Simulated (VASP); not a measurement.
# Sn (I4_1/amd) in VASP: a series of runs

Runs on Sn. Level: PBE. Tasks: single point.

Program: VASP 6.6.1. These are calculated values, not measurements. Logs are shortened: lines on timing, memory, paths and dates and some standing lists are left out, and cuts for length are marked.

### 1 The cell of the first run

Symmetry: I4_1/amd, No. 141, tetragonal system. The conventional cell has a = 5.740 Å, b = 5.740 Å, c = 3.134 Å, α = 90.00°, β = 90.00°, γ = 90.00°. Sn (site symmetry -4m2) has 10 Sn at 2.98 to 3.71 Å within 3.9 Å.

### 2 Single point, PBE

File INCAR:

```
PREC = Accurate ; ENCUT = 520
EDIFF = 1E-6 ; ISMEAR = 1
SIGMA = 0.1 ; LREAL = F
LASPH = T ; NELM = 100
ALGO = Normal ; ISIF = 2
LWAVE = F ; LCHARG = F
GGA = PE ; NBANDS = 21
```

File KPOINTS:

```
regular mesh
0
Gamma
  10 10 10
```

File POSCAR:

```
Sn
1.0
   -2.8701489467      2.8701489467      1.5667812210
    2.8701489467     -2.8701489467      1.5667812210
    2.8701489467      2.8701489467     -1.5667812210
Sn
2
Direct
    0.0000000000      0.0000000000      0.0000000000
    0.7500000000      0.2500000000      0.5000000000
```

Potentials or basis: VASP PAW PBE potentials, release 64 (Sn_d).

Launch:

```
> cat potpaw_PBE.64/Sn_d/POTCAR > POTCAR
> mpirun -np 1 vasp_std > vasp.out
```

OUTCAR:

```text
PREC = Accurate
   ENCUT = 520
   EDIFF = 1E-6
   ISMEAR = 1
   LREAL = F
   LASPH = T
   NELM = 100
   ISIF = 2
   GGA = PE

 ion  position               nearest neighbor table
   1  0.000  0.000  0.000-   2 2.98   2 2.98   2 2.98   2 2.98   2 3.71   2 3.71   2 3.71   2 3.71

   2  0.750  0.250  0.500-   1 2.98   1 2.98   1 2.98   1 2.98   1 3.71   1 3.71   1 3.71   1 3.71

  LATTYP: Found a body centered tetragonal cell.
 ALAT       =     5.7402978934
 C/A-ratio  =     0.5458884713

  Lattice vectors:

 A1 = (  -2.8701489467,   2.8701489467,   1.5667812210)
 A2 = (   2.8701489467,  -2.8701489467,   1.5667812210)
 A3 = (   2.8701489467,   2.8701489467,  -1.5667812210)

Analysis of symmetry for initial positions (statically):
=====================================================================
 Subroutine PRICEL returns:
 Original cell was already a primitive cell.

 Routine SETGRP: Setting up the symmetry group for a
 body centered tetragonal supercell.

 Subroutine GETGRP returns: Found 16 space group operations
 (whereof  8 operations were pure point group operations)
 out of a pool of 16 trial point group operations.

The static configuration has the point symmetry D_2d.
 The point group associated with its full space group is D_4h.

Analysis of symmetry for dynamics (positions and initial velocities):
=====================================================================
 Subroutine PRICEL returns:
 Original cell was already a primitive cell.

 Routine SETGRP: Setting up the symmetry group for a
 body centered tetragonal supercell.

 Subroutine GETGRP returns: Found 16 space group operations
 (whereof  8 operations were pure point group operations)
 out of a pool of 16 trial point group operations.

The dynamic configuration has the point symmetry D_2d.
 The point group associated with its full space group is D_4h.

 Subroutine INISYM returns: Found 16 space group operations
 (whereof  8 operations are pure point group operations),
 and found     1 'primitive' translations

----------------------------------------------------------------------------------------

                                     Primitive cell

  volume of cell :      51.6270

  direct lattice vectors                    reciprocal lattice vectors
    -2.870148947  2.870148947  1.566781221     0.000000000  0.174206987  0.319125602
     2.870148947 -2.870148947  1.566781221     0.174206987  0.000000000  0.319125602
     2.870148947  2.870148947 -1.566781221     0.174206987  0.174206987  0.000000000

  length of vectors
     4.350897993  4.350897993  4.350897993     0.363578360  0.363578360  0.246365884

  position of ions in fractional coordinates (direct lattice)
     0.000000000  0.000000000  0.000000000
     0.750000000  0.250000000  0.500000000

  ion indices of the primitive-cell ions
   primitive index   ion index
                 1           1
                 2           2

----------------------------------------------------------------------------------------

 KPOINTS: regular mesh

Automatic generation of k-mesh.
 Grid dimensions read from file:
 generate k-points for:   10   10   10

 Generating k-lattice:

  Cartesian coordinates                     Fractional coordinates (reciprocal lattice)
     0.000000000  0.017420699  0.031912560     0.100000000 -0.000000000  0.000000000
     0.017420699  0.000000000  0.031912560    -0.000000000  0.100000000  0.000000000
     0.017420699  0.017420699  0.000000000     0.000000000  0.000000000  0.100000000

  Length of vectors
     0.036357836  0.036357836  0.024636588

  Shift w.r.t. Gamma in fractional coordinates (k-lattice)
     0.000000000  0.000000000  0.000000000

 Subroutine IBZKPT returns following result:
 ===========================================

 Found    102 irreducible k-points:

 Following reciprocal coordinates:
            Coordinates               Weight
  0.000000  0.000000  0.000000      1.000000
  0.100000 -0.000000  0.000000      8.000000
  0.200000 -0.000000  0.000000      8.000000
  0.300000  0.000000 -0.000000      8.000000
  0.400000  0.000000  0.000000      8.000000
  0.500000 -0.000000  0.000000      4.000000
[... 16 lines left out ...]
  0.300000  0.300000 -0.000000      8.000000
  0.400000  0.300000  0.000000     16.000000
 [... further k-points ...]
   k-points           NKPTS =    102   k-points in BZ     NKDIM =    102   number of bands    NBANDS=     21
   number of dos      NEDOS =    301   number of ions     NIONS =      2
   total plane-waves  NPLWV =  32768
   dimension x,y,z NGX =    32 NGY =   32 NGZ =   32
   dimension x,y,z NGXF=    64 NGYF=   64 NGZF=   64
   ions per type =               2
   NGX,Y,Z   is equivalent  to a cutoff of  12.23, 12.23, 12.23 a.u.
   NGXF,Y,Z  is equivalent  to a cutoff of  24.45, 24.45, 24.45 a.u.
 SYSTEM =  unknown system
   PREC   = accura    normal or accurate (medium, high low for compatibility)
   ISTART =      0    job   : 0-new  1-cont  2-samecut
   ICHARG =      2    charge: 1-file 2-atom 10-const
   ISPIN  =      1    spin polarized calculation?
   LNONCOLLINEAR =      F non collinear calculations
   LSORBIT =      F    spin-orbit coupling
   LASPH  =      T    aspherical Exc in radial PAW
   ENCUT  =  520.0 eV  38.22 Ry    6.18 a.u.   8.09  8.09  8.09*2*pi/ulx,y,z
   NELM   =    100;   NELMIN=  2; NELMDL= -5     # of ELM steps
   EDIFF  = 0.1E-05   stopping-criterion for ELM
   LREAL  =      F    real-space projection
   EDIFFG = 0.1E-04   stopping-criterion for IOM
   NSW    =      0    number of steps for IOM
   IBRION =     -1    ionic relax: 0-MD 1-quasi-New 2-CG
   NFREE  =      0    steps in history (QN), initial steepest desc. (CG)
   ISIF   =      2    stress and relaxation
   ISYM   =      2    0-nonsym 1-usesym 2-fastsym
   POTIM  = 0.5000    time-step for ionic-motion
   TEBEG  =    0.0;   TEEND  =   0.0 temperature during run
   PSTRESS=    0.0 pullay stress
   NELECT =      28.0000    total number of electrons
   NUPDOWN=      -1.0000    fix difference up-down
   EMIN   =  10.00;   EMAX   =-10.00  energy-range for DOS
   EFERMI =   0.00;   METHOD = LEGACY
   ISMEAR =     1;   SIGMA  =   0.10  broadening in eV -4-tet -1-fermi 0-gaus
   EFERMI_NEDOS =   21; number of points for ismear=-14 and -15
   IALGO  =     38    algorithm
   IMIX   =      4    mixing-type and parameters
     AMIX     =   0.40;   BMIX     =  1.00
     AMIX_MAG =   1.60;   BMIX_MAG =  1.00
  volume/ion in A,a.u.               =      25.81       174.20
  Fermi-wavevector in a.u.,A,eV,Ry     =   1.335063  2.522903 24.250933  1.782393
  Thomas-Fermi vector in A             =   2.463796
   LORBIT       =      0    0 simple, 1 ext, 2 COOP (PROOUT), +10 PAW based schemes
   GGA     = PE    functional components
   LHFCALC =     F    Hartree Fock is set to
   AEXX    =    0.0000 exact exchange contribution
   IVDW    =     0    specifies the selected vdW correction
   LEPSILON=     F    determine dielectric tensor
   LRPA    =     F    only Hartree local field effects (RPA)
 non-spin polarized calculation
 Methfessel and Paxton  Order N= 1 SIGMA  =   0.10
  energy-cutoff  :      520.00
  volume of cell :       51.63
 maximum number of plane-waves:      1414
   NGX = 17   NGY = 17   NGZ = 17

 number of electron      28.0000022 magnetization

 Free energy of the ion-electron system (eV)
  ---------------------------------------------------
  ext. energy  EPLUGINS =         0.00000000
  ---------------------------------------------------
  free energy    TOTEN  =        -7.52431917 eV

  energy without entropy =       -7.52398445  energy(sigma->0) =       -7.52420760

 E-fermi :   8.6507     XC(G=0): -10.5423

 val. band max:        8.6416755170   @ k =   0.2000   0.1000   0.0000
 cond. band min:       8.6646423377   @ k =   0.2000  -0.0000   0.0000
 fundamental gap:      0.0229668207
 Fermi energy:         8.6506834581

 k-point     1 :       0.0000    0.0000    0.0000
  band No.  band energies     occupation
      1     -13.1295      2.00000
      2     -13.0245      2.00000
      3     -12.9874      2.00000
      4     -12.9639      2.00000
      5     -12.7922      2.00000
      6     -12.7922      2.00000
[... 13 lines left out ...]
     20      18.7357      0.00000
     21      19.4031      0.00000

 k-point     2 :       0.1000   -0.0000    0.0000
  band No.  band energies     occupation
      1     -13.1222      2.00000
      2     -13.0023      2.00000
      3     -12.9788      2.00000
      4     -12.9378      2.00000
      5     -12.8085      2.00000
      6     -12.8051      2.00000
[... 13 lines left out ...]
     20      17.8268      0.00000
     21      17.8711      0.00000

 k-point     3 :       0.2000   -0.0000    0.0000
  band No.  band energies     occupation
      1     -13.1013      2.00000
      2     -12.9564      2.00000
      3     -12.9510      2.00000
      4     -12.8890      2.00000
      5     -12.8414      2.00000
      6     -12.8081      2.00000
[... 13 lines left out ...]
     20      16.4101      0.00000
     21      17.2108      0.00000

 k-point     4 :       0.3000    0.0000   -0.0000
  band No.  band energies     occupation
      1     -13.0748      2.00000
      2     -12.9329      2.00000
      3     -12.9171      2.00000
      4     -12.8923      2.00000
      5     -12.8705      2.00000
      6     -12.8208      2.00000
[... 13 lines left out ...]
     20      15.5235      0.00000
     21      18.0110      0.00000

 k-point     5 :       0.4000    0.0000    0.0000
  band No.  band energies     occupation
      1     -13.0528      2.00000
      2     -12.9361      2.00000
      3     -12.9341      2.00000
      4     -12.9002      2.00000
      5     -12.8675      2.00000
      6     -12.8407      2.00000
[... 13 lines left out ...]
     20      16.5360      0.00000
     21      19.2844      0.00000
[... 382 lines left out ...]
     20      18.7147      0.00000
     21      19.4494      0.00000

 k-point    22 :      -0.2000    0.2000    0.0000
  band No.  band energies     occupation
      1     -13.0922      2.00000
      2     -13.0307      2.00000
      3     -12.9853      2.00000
      4     -12.9552      2.00000
      5     -12.8119      2.00000
      6     -12.7738      2.00000
[... 13 lines left out ...]
     20      18.8968      0.00000
     21      19.0637      0.00000

 k-point    23 :       0.3000    0.3000   -0.0000
  band No.  band energies     occupation
      1     -13.0395      2.00000
      2     -12.9615      2.00000
      3     -12.9140      2.00000
      4     -12.8906      2.00000
      5     -12.8639      2.00000
      6     -12.7884      2.00000
[... 13 lines left out ...]
     20      16.9426      0.00000
     21      18.5829      0.00000

 k-point    24 :       0.4000    0.3000    0.0000
  band No.  band energies     occupation
      1     -13.0156      2.00000
      2     -12.9597      2.00000
      3     -12.9269      2.00000
      4     -12.8936      2.00000
      5     -12.8515      2.00000
      6     -12.7840      2.00000
[... 13 lines left out ...]
     20      18.0119      0.00000
     21      18.7881      0.00000

 [... further k-points ...]

------------------------ aborting loop because EDIFF is reached ----------------------------------------

  FORCE on cell =-STRESS in cart. coord.  units (eV):
  Direction    XX          YY          ZZ          XY          YZ          ZX
  --------------------------------------------------------------------------------------
  -------------------------------------------------------------------------------------
  Total        1.9322399      1.9322399      1.6130114      0.0000000      0.0000000      0.0000000
  in kB       59.9645254     59.9645254     50.0576900      0.0000000      0.0000000      0.0000000
  external PRESSURE =      56.6622469 kB  Pullay stress =       0.0000000 kB

 VOLUME and BASIS-vectors are now :
 -----------------------------------------------------------------------------
  energy-cutoff  :      520.00
  volume of cell :       51.63
      direct lattice vectors                 reciprocal lattice vectors
    -2.870148947  2.870148947  1.566781221     0.000000000  0.174206987  0.319125602
     2.870148947 -2.870148947  1.566781221     0.174206987  0.000000000  0.319125602
     2.870148947  2.870148947 -1.566781221     0.174206987  0.174206987  0.000000000

 POSITION                                       TOTAL-FORCE (eV/Angst)
 -----------------------------------------------------------------------------------
      0.00000      0.00000      0.00000         0.000000     -0.000000      0.000000
      0.00000      2.87015      0.78339        -0.000000      0.000000     -0.000000
 -----------------------------------------------------------------------------------
    total drift:                                0.000000     -0.000000      0.000000

  FREE ENERGIE OF THE ION-ELECTRON SYSTEM (eV)
  ---------------------------------------------------
  free  energy   TOTEN  =        -7.5243191733 eV

  energy  without entropy=       -7.5239844508  energy(sigma->0) =       -7.52420760
```

Run time: 2 min. Hardware: 1 thread of Intel Xeon 8259CL, shared host; peak memory 0.23 GiB.

Results:

```yaml
Free_energy: -7.5243 eV
Pressure: 5.7 GPa
Band_gap_on_the_k_mesh: zero (bands 14 and 15 overlap by 4.12 eV)
```

Caveat: the cell stands under pressure; spin-orbit coupling is left out, which moves the levels of the heavy elements.

(Continued in part 2 of 2.)

The gap in the log of VASP goes by the Fermi energy; the results here count the filled bands.